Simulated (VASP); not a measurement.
A run of VASP 6.6.1:

The input POSCAR:

```
BP
1.0
    0.0000000000      2.2683155501      2.2683155501
    2.2683155501      0.0000000000      2.2683155501
    2.2683155501      2.2683155501      0.0000000000
B P
1 1
Direct
    0.0000000000      0.0000000000      0.0000000000
    0.2500000000      0.2500000000      0.2500000000
```

INCAR.step1

```
SYSTEM = BP
PREC = Accurate
ENCUT = 520
EDIFF = 1E-5
ISMEAR = -1
SIGMA = 0.5
LREAL = .False.
LASPH = .True.
NELM = 100
ALGO = Normal
ISIF = 2
LWAVE = .True.
NBANDS = 11
GGA = PE
```

Contents of INCAR.step2:

```
SYSTEM = BP
PREC = Accurate
ENCUT = 520
EDIFF = 1E-7
ISMEAR = -1
SIGMA = 0.5
LREAL = .False.
LASPH = .True.
NELM = 100
ALGO = Normal
ISIF = 2
LWAVE = .False.
LCHARG = .True.
GGA = PE
LHFCALC = .True.
HFSCREEN = 0.2079
PRECFOCK = Normal
LELF = .True.
LVHAR = .True.
NBANDS = 11
ISTART = 1
```

KPOINTS

```
regular mesh
0
Gamma
  4 4 4
  0 0 0
```

Potentials or basis: VASP PAW PBE potentials, release 64 (B, P).

Launch:

```bash
$ cat potpaw_PBE.64/B/POTCAR potpaw_PBE.64/P/POTCAR > POTCAR
$ cp INCAR.step1 INCAR
$ mpirun -np 1 vasp_std > vasp.out
$ cp INCAR.step2 INCAR
$ mpirun -np 1 vasp_std > vasp.out
```

Hardware: 1 thread of Intel Xeon 8259CL, with other jobs on the host.

Question: Estimate the wall time of this run.

Answer: Run time: 4.6 min on 1 thread of Intel Xeon 8259CL, with other jobs on the host, peak memory 0.23 GiB. Counts: k points 8.
